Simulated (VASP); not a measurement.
A run of VASP 6.6.1 is set up as follows.

The input INCAR:

```
  ALGO = Normal
  EDIFF = 1E-6
  ENCUT = 520
  GGA = PE
  ISIF = 2
  ISMEAR = 0
  LASPH = T
  LCHARG = F
  LREAL = F
  LWAVE = F
  NBANDS = 29
  NELM = 60
  PREC = Accurate
  SIGMA = 0.15
```

Contents of KPOINTS:

```
k-points
0
Gamma
  12 12 12
```

File POSCAR:

```
TiSi2
1.0
    1.7854051447     -6.8256781370      0.0000000000
    1.7854051447      6.8256781370      0.0000000000
    0.0000000000      0.0000000000      3.6027273313
Ti Si
2 4
Direct
    0.8968075259      0.1031924741      0.7500000000
    0.1031924741      0.8968075259      0.2500000000
    0.5591373592      0.4408626408      0.7500000000
    0.4408626408      0.5591373592      0.2500000000
    0.2498287182      0.7501712818      0.7500000000
    0.7501712818      0.2498287182      0.2500000000
```

Potentials or basis: VASP PAW PBE potentials, release 64 (Ti_sv, Si).

Launch:

```bash
$ cat potpaw_PBE.64/Ti_sv/POTCAR potpaw_PBE.64/Si/POTCAR > POTCAR
$ mpirun -np 1 vasp_std > vasp.out
```

Problem. What does it give for the pressure?

Solution. -2.6 GPa.

Problem. What does it give for the band gap on the k mesh?

Solution. Zero (band 20 reaches 10.61 eV, above the bottom of band 21 at 9.64 eV).

Forces on the atoms (eV/Å):
```
Ti   0.000  0.049  0.000
Ti   0.000 -0.049  0.000
Si   0.000  0.057  0.000
Si   0.000 -0.057  0.000
Si   0.000  0.003  0.000
Si   0.000 -0.003  0.000
```
